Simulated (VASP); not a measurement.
Crystal: TiH.

```xyz
2
Lattice="0.0000 2.1895 2.1895 2.1895 0.0000 2.1895 2.1895 2.1895 0.0000" Properties=species:S:1:pos:R:3 pbc="T T T"
Ti    0.0000    0.0000    0.0000
H     3.2843    3.2843    3.2843
```

```yaml
Program: VASP 6.6.1
Task: relaxation of cell and atoms
Functional: r2SCAN
Potentials_or_basis: VASP PAW PBE potentials, release 64 (Ti_sv, H)
Cutoff: 600 eV
k_mesh: 6 × 6 × 6
Occupations: gaussian, width 0.1 eV
Spin: no spin polarisation
```

At the start: pressure -4.3 GPa; volume 10.50 Å³/atom.

**Question.** How do energy, volume and symmetry change on relaxing?

**Answer.** Over 3 steps the energy falls by 4.9 meV/atom and the volume is 10.14 Å³/atom (-3.4 %); space group F-43m (No. 216, to 0.05 Å).

Step by step:
```tsv
step	energy change (eV)	largest force (eV/Å)	pressure (GPa)	volume (Å³)
1	0.0000	0.0000	-4.25	20.99
2	-0.0094	0.0000	0.86	20.16
3	-0.0097	0.0000	0.09	20.28
```

Final structure:
```
Ti H
1.0
     0.00000    2.16460    2.16460
     2.16460    0.00000    2.16460
     2.16460    2.16460    0.00000
Ti H
1 1
Direct
  0.00000 0.00000 0.00000
  0.75000 0.75000 0.75000
```

Caveat: the k points lie up to 0.42 Å⁻¹ apart in the final cell; the PAW data sets were made with another functional, which shifts forces and pressure a little.
